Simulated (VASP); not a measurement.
Write the native input for VASP 6.6.1 that does the following.

```
Task                   : single point
Functional             : PBEsol
Potentials or basis    : VASP PAW PBE potentials, release 64 (Cu)
Cutoff                 : 520 eV
k mesh                 : 16 × 16 × 16
Occupations            : gaussian, width 0.1 eV
Spin                   : no spin polarisation
Dipole correction      : no
Further INCAR settings : ALGO = Normal; EDIFF = 1e-06; NBANDS = 12
```

The structure of Cu lies in POSCAR:

```
Cu
1.0
    0.0000000000      1.7820435792      1.7820435792
    1.7820435792      0.0000000000      1.7820435792
    1.7820435792      1.7820435792      0.0000000000
Cu
1
Direct
    0.0000000000      0.0000000000      0.0000000000
```

These files were run (other wordings do the same):

INCAR

```
PREC = Accurate
ENCUT = 520
EDIFF = 1E-6
ISMEAR = 0
SIGMA = 0.1
LREAL = F
LASPH = T
NELM = 80
ALGO = Normal
ISIF = 2
LWAVE = F
LCHARG = F
GGA = PS
NBANDS = 12
```

KPOINTS

```
regular mesh
0
Gamma
  16 16 16
```

Potentials or basis: VASP PAW PBE potentials, release 64 (Cu).

Launch:

```bash
$ cat potpaw_PBE.64/Cu/POTCAR > POTCAR
$ mpirun -np 1 vasp_std > vasp.out
```

Results of the run:

```
Pressure : 0.8 GPa
```

Caveat: the PAW data sets were made with another functional, which shifts forces and pressure a little.

Wall time 32 s on 1 thread of AMD EPYC 7571, with other jobs on the host, peak memory 0.1 GiB.
